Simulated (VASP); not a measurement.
Runs of VASP 6.6.1 on TiAl. The structure is that of space group Pmmm (No. 47), or close to it. The cells are those of the table. 

```csv
cell,further INCAR settings,gap on the mesh (eV),pressure (GPa)
"a = 2.866, b = 3.468, c = 3.124 Å, 2 atoms",ALGO = Fast; EDIFF = 1e-07; NBANDS = 14,none,(a)
"a = 2.866, b = 3.382, c = 3.124 Å, 2 atoms",ALGO = Fast; EDIFF = 1e-06; NBANDS = 14,none,1.5
"a = 2.780, b = 3.382, c = 3.124 Å, 2 atoms",ALGO = Fast; EDIFF = 1e-07; NBANDS = 14,none,(b)
"a = 2.780, b = 3.468, c = 3.124 Å, 2 atoms",ALGO = Fast; EDIFF = 1e-06; NBANDS = 14,none,2.5
"a = 2.952, b = 3.296, c = 3.124 Å, 2 atoms",ALGO = Fast; EDIFF = 1e-07; NBANDS = 14,none,0.8
```

Alike in all rows: task single point; level LDA; potentials or basis VASP PAW LDA potentials, release 64 (Ti_sv, Al); no spin polarisation; k mesh 14 × 14 × 14; cutoff (eV) 520; smearing gaussian 0.15 eV.

Fill in the values left out.

(a) -1.6; (b) 6.0.

Caveats: the stress differs along the axes, from -7 to 4 GPa (at least some runs); the stress differs along the axes, from -3 to 7 GPa (at least some runs); the stress differs along the axes, from 1 to 11 GPa (at least some runs); the stress differs along the axes, from -4 to 8 GPa (at least some runs); the stress differs along the axes, from -2 to 5 GPa (at least some runs).

A gap of «none» marks levels without a gap at the run's occupations.
